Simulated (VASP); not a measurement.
# NiO (Fm-3m) in VASP: notebook

The runs below take NiO through single point, with LDA, r2SCAN.

Program: VASP 6.6.1. These are calculated values, not measurements. Logs are shortened: lines on timing, memory, paths and dates and some standing lists are left out, and cuts for length are marked.

**1. The cell of the first run**

It takes space group Fm-3m (No. 225, cubic). Conventional cell: a = 4.087 Å, b = 4.087 Å, c = 4.087 Å, α = 90.00°, β = 90.00°, γ = 90.00°. Ni (site symmetry m-3m) has 6 O at 2.04 Å within 2.7 Å. Within 2.7 Å of O (site symmetry m-3m) lie 6 Ni at 2.04 Å.

**2. Single point, LDA, collinear spin, ferromagnetic start**

File INCAR:

```
PREC = Accurate
ENCUT = 520
EDIFF = 1E-7
ISMEAR = -1
SIGMA = 0.05
LREAL = F
LASPH = T
NELM = 150
ALGO = Normal
ISIF = 2
LWAVE = F
LCHARG = F
ISPIN = 2
MAGMOM = 1 0
LORBIT = 11
LMAXMIX = 4
GGA = CA
NBANDS = 19
```

File KPOINTS:

```
regular mesh
0
Gamma
  11 11 11
```

File POSCAR:

```
NiO
1.0
    0.0000000000      2.0433202721      2.0433202721
    2.0433202721      0.0000000000      2.0433202721
    2.0433202721      2.0433202721      0.0000000000
Ni O
1 1
Direct
    0.0000000000      0.0000000000      0.0000000000
    0.5000000000      0.5000000000      0.5000000000
```

Potentials or basis: VASP PAW LDA potentials, release 64 (Ni, O).

On the command line:

```sh
> cat potpaw_LDA.64/Ni/POTCAR potpaw_LDA.64/O/POTCAR > POTCAR
> mpirun -np 1 vasp_std > vasp.out
```

OUTCAR:

```text
PREC = Accurate
   ENCUT = 520
   EDIFF = 1E-7
   ISMEAR = -1
   LREAL = F
   LASPH = T
   NELM = 150
   ISIF = 2
   ISPIN = 2
   LORBIT = 11
   GGA = CA

 ion  position               nearest neighbor table
   1  0.000  0.000  0.000-   2 2.04   2 2.04   2 2.04   2 2.04   2 2.04   2 2.04
   2  0.500  0.500  0.500-   1 2.04   1 2.04   1 2.04   1 2.04   1 2.04   1 2.04

  LATTYP: Found a face centered cubic cell.
 ALAT       =     4.0866405442

  Lattice vectors:

 A1 = (   0.0000000000,   2.0433202721,   2.0433202721)
 A2 = (   2.0433202721,   0.0000000000,   2.0433202721)
 A3 = (   2.0433202721,   2.0433202721,   0.0000000000)

Analysis of symmetry for initial positions (statically):
=====================================================================
 Subroutine PRICEL returns:
 Original cell was already a primitive cell.

 Routine SETGRP: Setting up the symmetry group for a
 face centered cubic supercell.

 Subroutine GETGRP returns: Found 48 space group operations
 (whereof 48 operations were pure point group operations)
 out of a pool of 48 trial point group operations.

The static configuration has the point symmetry O_h .

Analysis of symmetry for dynamics (positions and initial velocities):
=====================================================================
 Subroutine PRICEL returns:
 Original cell was already a primitive cell.

 Routine SETGRP: Setting up the symmetry group for a
 face centered cubic supercell.

 Subroutine GETGRP returns: Found 48 space group operations
 (whereof 48 operations were pure point group operations)
 out of a pool of 48 trial point group operations.

The dynamic configuration has the point symmetry O_h .

Analysis of structural, dynamic, and magnetic symmetry:
=====================================================================
 Subroutine PRICEL returns:
 Original cell was already a primitive cell.

 Routine SETGRP: Setting up the symmetry group for a
 face centered cubic supercell.

 Subroutine GETGRP returns: Found 48 space group operations
 (whereof 48 operations were pure point group operations)
 out of a pool of 48 trial point group operations.

The overall configuration has the point symmetry O_h .

 Subroutine INISYM returns: Found 48 space group operations
 (whereof 48 operations are pure point group operations),
 and found     1 'primitive' translations

----------------------------------------------------------------------------------------

                                     Primitive cell

  volume of cell :      17.0624

  direct lattice vectors                    reciprocal lattice vectors
     0.000000000  2.043320272  2.043320272    -0.244699770  0.244699770  0.244699770
     2.043320272  0.000000000  2.043320272     0.244699770 -0.244699770  0.244699770
     2.043320272  2.043320272  0.000000000     0.244699770  0.244699770 -0.244699770

  length of vectors
     2.889691241  2.889691241  2.889691241     0.423832434  0.423832434  0.423832434

  position of ions in fractional coordinates (direct lattice)
     0.000000000  0.000000000  0.000000000
     0.500000000  0.500000000  0.500000000

  ion indices of the primitive-cell ions
   primitive index   ion index
                 1           1
                 2           2

----------------------------------------------------------------------------------------

 KPOINTS: regular mesh

Automatic generation of k-mesh.
 Grid dimensions read from file:
 generate k-points for:   11   11   11

 Generating k-lattice:

  Cartesian coordinates                     Fractional coordinates (reciprocal lattice)
    -0.022245434  0.022245434  0.022245434     0.090909091  0.000000000  0.000000000
     0.022245434 -0.022245434  0.022245434     0.000000000  0.090909091  0.000000000
     0.022245434  0.022245434 -0.022245434     0.000000000  0.000000000  0.090909091

  Length of vectors
     0.038530221  0.038530221  0.038530221

  Shift w.r.t. Gamma in fractional coordinates (k-lattice)
     0.000000000  0.000000000  0.000000000

 Subroutine IBZKPT returns following result:
 ===========================================

 Found     56 irreducible k-points:

 Following reciprocal coordinates:
            Coordinates               Weight
  0.000000  0.000000  0.000000      1.000000
  0.090909  0.000000  0.000000      8.000000
  0.181818  0.000000  0.000000      8.000000
  0.272727  0.000000  0.000000      8.000000
  0.363636  0.000000  0.000000      8.000000
  0.454545  0.000000  0.000000      8.000000
[... 16 lines left out ...]
 -0.272727  0.181818  0.000000     24.000000
 -0.181818  0.181818  0.000000     12.000000
 [... further k-points ...]
   k-points           NKPTS =     56   k-points in BZ     NKDIM =     56   number of bands    NBANDS=     19
   number of dos      NEDOS =    301   number of ions     NIONS =      2
   total plane-waves  NPLWV =  13824
   dimension x,y,z NGX =    24 NGY =   24 NGZ =   24
   dimension x,y,z NGXF=    48 NGYF=   48 NGZF=   48
   ions per type =               1   1
   NGX,Y,Z   is equivalent  to a cutoff of  13.81, 13.81, 13.81 a.u.
   NGXF,Y,Z  is equivalent  to a cutoff of  27.61, 27.61, 27.61 a.u.
 SYSTEM =  unknown system
   PREC   = accura    normal or accurate (medium, high low for compatibility)
   ISTART =      0    job   : 0-new  1-cont  2-samecut
   ICHARG =      2    charge: 1-file 2-atom 10-const
   ISPIN  =      2    spin polarized calculation?
   LNONCOLLINEAR =      F non collinear calculations
   LSORBIT =      F    spin-orbit coupling
   LASPH  =      T    aspherical Exc in radial PAW
   ENCUT  =  520.0 eV  38.22 Ry    6.18 a.u.   5.37  5.37  5.37*2*pi/ulx,y,z
   NELM   =    150;   NELMIN=  2; NELMDL= -5     # of ELM steps
   EDIFF  = 0.1E-06   stopping-criterion for ELM
   LREAL  =      F    real-space projection
   EDIFFG = 0.1E-05   stopping-criterion for IOM
   NSW    =      0    number of steps for IOM
   IBRION =     -1    ionic relax: 0-MD 1-quasi-New 2-CG
   NFREE  =      0    steps in history (QN), initial steepest desc. (CG)
   ISIF   =      2    stress and relaxation
   ISYM   =      2    0-nonsym 1-usesym 2-fastsym
   POTIM  = 0.5000    time-step for ionic-motion
   TEBEG  =    0.0;   TEEND  =   0.0 temperature during run
   PSTRESS=    0.0 pullay stress
   NELECT =      16.0000    total number of electrons
   NUPDOWN=      -1.0000    fix difference up-down
   EMIN   =  10.00;   EMAX   =-10.00  energy-range for DOS
   EFERMI =   0.00;   METHOD = LEGACY
   ISMEAR =    -1;   SIGMA  =   0.05  broadening in eV -4-tet -1-fermi 0-gaus
   EFERMI_NEDOS =   21; number of points for ismear=-14 and -15
   IALGO  =     38    algorithm
   IMIX   =      4    mixing-type and parameters
     AMIX     =   0.40;   BMIX     =  1.00
     AMIX_MAG =   1.60;   BMIX_MAG =  1.00
  volume/ion in A,a.u.               =       8.53        57.57
  Fermi-wavevector in a.u.,A,eV,Ry     =   1.602391  3.028079 34.935075  2.567656
  Thomas-Fermi vector in A             =   2.699219
   LORBIT       =     11    0 simple, 1 ext, 2 COOP (PROOUT), +10 PAW based schemes
   GGA     = CA    functional components
   LHFCALC =     F    Hartree Fock is set to
   AEXX    =    0.0000 exact exchange contribution
   IVDW    =     0    specifies the selected vdW correction
   LEPSILON=     F    determine dielectric tensor
   LRPA    =     F    only Hartree local field effects (RPA)
 spin polarized calculation
  energy-cutoff  :      520.00
  volume of cell :       17.06
 maximum number of plane-waves:       477
 NGX is ok and might be reduce to    24
   NGX = 11   NGY = 11   NGZ = 11

 number of electron      15.9999994 magnetization       0.2660754

 Free energy of the ion-electron system (eV)
  ---------------------------------------------------
  ext. energy  EPLUGINS =         0.00000000
  ---------------------------------------------------
  free energy    TOTEN  =       -13.38818312 eV

  energy without entropy =      -13.37449857  energy(sigma->0) =      -13.38134085

 E-fermi :   8.5217     XC(G=0): -13.5546

 val. band max:        8.5009062152   @ k =   0.2727   0.1818   0.0909
 cond. band min:       8.5398470850   @ k =   0.3636   0.2727   0.0000
 fundamental gap:      0.0389408698
 Fermi energy:         8.5216596216

 spin component 1

 k-point     1 :       0.0000    0.0000    0.0000
  band No.  band energies     occupation
      1     -12.2963      1.00000
      2       5.1344      1.00000
      3       5.1344      1.00000
      4       5.1344      1.00000
      5       6.4104      1.00000
      6       6.4104      1.00000
[... 11 lines left out ...]
     18      35.4369      0.00000
     19      35.4369      0.00000
[... 485 lines left out ...]
 k-point    24 :      -0.1818    0.1818    0.0000
  band No.  band energies     occupation
      1     -11.3408      1.00000
      2       1.5092      1.00000
      3       3.0254      1.00000
      4       3.3503      1.00000
      5       6.8212      1.00000
      6       7.1046      1.00000
[... 11 lines left out ...]
     18      40.5348      0.00000
     19      41.7308      0.00000

 [... further k-points ...]

 spin component 2

 k-point     1 :       0.0000    0.0000    0.0000
  band No.  band energies     occupation
      1     -12.2391      1.00000
      2       5.2011      1.00000
      3       5.2011      1.00000
      4       5.2011      1.00000
      5       6.5583      1.00000
      6       6.5583      1.00000
[... 11 lines left out ...]
     18      35.5225      0.00000
     19      35.5225      0.00000
[... 485 lines left out ...]
 k-point    24 :      -0.1818    0.1818    0.0000
  band No.  band energies     occupation
      1     -11.2806      1.00000
      2       1.5827      1.00000
      3       3.1561      1.00000
      4       3.4234      1.00000
      5       6.9749      1.00000
      6       7.3441      1.00000
[... 11 lines left out ...]
     18      40.5939      0.00000
     19      41.7248      0.00000

 [... further k-points ...]

------------------------ aborting loop because EDIFF is reached ----------------------------------------

  FORCE on cell =-STRESS in cart. coord.  units (eV):
  Direction    XX          YY          ZZ          XY          YZ          ZX
  --------------------------------------------------------------------------------------
  -------------------------------------------------------------------------------------
  Total       -0.7926793     -0.7926793     -0.7926793      0.0000000     -0.0000000      0.0000000
  in kB      -74.4335586    -74.4335586    -74.4335586      0.0000000     -0.0000000      0.0000000
  external PRESSURE =     -74.4335586 kB  Pullay stress =       0.0000000 kB

 VOLUME and BASIS-vectors are now :
 -----------------------------------------------------------------------------
  energy-cutoff  :      520.00
  volume of cell :       17.06
      direct lattice vectors                 reciprocal lattice vectors
     0.000000000  2.043320272  2.043320272    -0.244699770  0.244699770  0.244699770
     2.043320272  0.000000000  2.043320272     0.244699770 -0.244699770  0.244699770
     2.043320272  2.043320272  0.000000000     0.244699770  0.244699770 -0.244699770

 POSITION                                       TOTAL-FORCE (eV/Angst)
 -----------------------------------------------------------------------------------
      0.00000      0.00000      0.00000         0.000000      0.000000      0.000000
      2.04332      2.04332      2.04332        -0.000000      0.000000      0.000000
 -----------------------------------------------------------------------------------
    total drift:                                0.000000     -0.000000     -0.000000

  FREE ENERGIE OF THE ION-ELECTRON SYSTEM (eV)
  ---------------------------------------------------
  free  energy   TOTEN  =       -13.3881831197 eV

  energy  without entropy=      -13.3744985749  energy(sigma->0) =      -13.38134085

 total charge

# of ion       s       p       d       tot
------------------------------------------
    1        0.354   0.449   8.403   9.206
    2        1.561   3.372   0.000   4.933
--------------------------------------------------
tot          1.915   3.821   8.403  14.139

 magnetization (x)

# of ion       s       p       d       tot
------------------------------------------
    1        0.003   0.004   0.217   0.224
    2        0.006   0.029   0.000   0.035
--------------------------------------------------
tot          0.009   0.032   0.217   0.258
```

Wall time 46 s (1 thread of Intel Xeon 8259CL, shared host); peak memory 0.15 GiB.

Results:

* Free energy: -13.3882 eV
* Pressure: -7.4 GPa
* Net moment: 0.27 μB per cell
* Site moments: Ni +0.22; O +0.04 μB
* Valence electrons inside the program's atomic spheres: Ni 9.21; O 4.93

Caveat: the cell stands under tension; semilocal functionals often make such compounds metallic where correlation or magnetic order opens a gap, which also shifts bond lengths.

**3. Single point, r2SCAN, collinear spin, ferromagnetic start**

POSCAR is that of step 2.

File INCAR.step1:

```
SYSTEM = NiO
PREC     = Accurate       ! precision mode
ENCUT    = 520            ! plane-wave cutoff, eV
ISMEAR   = -1             ! smearing method
SIGMA    = 0.05           ! smearing width, eV
LREAL    = .FALSE.        ! projectors in reciprocal space
LASPH    = .TRUE.         ! aspherical terms in the spheres
NELM     = 150            ! most SCF steps
ISPIN    = 2              ! spin polarisation
MAGMOM   = 1 0            ! initial moments
LMAXMIX  = 4              ! l up to which the mixer works
NBANDS   = 19             ! bands
GGA      = PE             ! functional
ALGO     = Normal         ! electronic algorithm
EDIFF    = 1E-4           ! SCF threshold, eV
LWAVE    = .TRUE.         ! write WAVECAR
LCHARG   = .FALSE.        ! write CHGCAR
```

File INCAR.step2:

```
SYSTEM = NiO
PREC     = Accurate       ! precision mode
ENCUT    = 520            ! plane-wave cutoff, eV
EDIFF    = 1E-7           ! SCF threshold, eV
ISMEAR   = -1             ! smearing method
SIGMA    = 0.05           ! smearing width, eV
LREAL    = .FALSE.        ! projectors in reciprocal space
LASPH    = .TRUE.         ! aspherical terms in the spheres
NELM     = 150            ! most SCF steps
ALGO     = Normal         ! electronic algorithm
ISIF     = 2              ! what is computed and relaxed
LWAVE    = .FALSE.        ! write WAVECAR
LCHARG   = .FALSE.        ! write CHGCAR
ISPIN    = 2              ! spin polarisation
MAGMOM   = 1 0            ! initial moments
LORBIT   = 11             ! projections on sites
LMAXMIX  = 4              ! l up to which the mixer works
METAGGA  = R2SCAN         ! meta-GGA
LMIXTAU  = .TRUE.       
NBANDS   = 19             ! bands
ISTART   = 1
```

File KPOINTS:

```
regular mesh
0
G
  11 11 11
  0 0 0
```

Potentials or basis: VASP PAW PBE potentials, release 64 (Ni, O).

On the command line:

```sh
> cat potpaw_PBE.64/Ni/POTCAR potpaw_PBE.64/O/POTCAR > POTCAR
> cp INCAR.step1 INCAR
> mpirun -np 1 vasp_std > vasp.out
> cp INCAR.step2 INCAR
> mpirun -np 1 vasp_std > vasp.out
```

It took 3.5 min on 1 thread of Intel Xeon 8259CL, shared host; peak memory 0.18 GiB.

Results (log left out):

```yaml
Free_energy: -20.0365 eV
Pressure: 18.9 GPa
Band_gap_on_the_k_mesh: 0.51 eV (least direct gap 1.61 eV)
Net_moment: 2.00 μB per cell
Site_moments: Ni +1.69; O +0.28 μB
Valence_electrons_inside_the_program's_atomic_spheres: Ni 9.06; O 5.09
```

Levels at points of the mesh, in eV from the valence-band top:
Spin up:
```csv
k point,band 6,band 7,band 8,band 9,band 10,band 11,band 12,band 13
"(0.00, 0.00, 0.00)",-3.33,-3.19,-3.19,-3.19,2.51,18.97,20.10,20.10
```
Spin down:
```csv
k point,band 5,band 6,band 7,band 8,band 9,band 10
"(0.00, 0.00, 0.00)",-2.45,-2.45,-2.45,0.51,0.51,3.09
```

Caveat: the cell stands under pressure; semilocal functionals underestimate gaps, and a narrow one can read as zero; the PAW data sets were made with another functional, which shifts forces and pressure a little; an odd mesh through Γ misses points on the zone boundary, where band edges can lie; a cell with one magnetic atom can't hold antiferromagnetic order, which such compounds often take.

The gap in the log of VASP goes by the Fermi energy; the results here count the filled bands.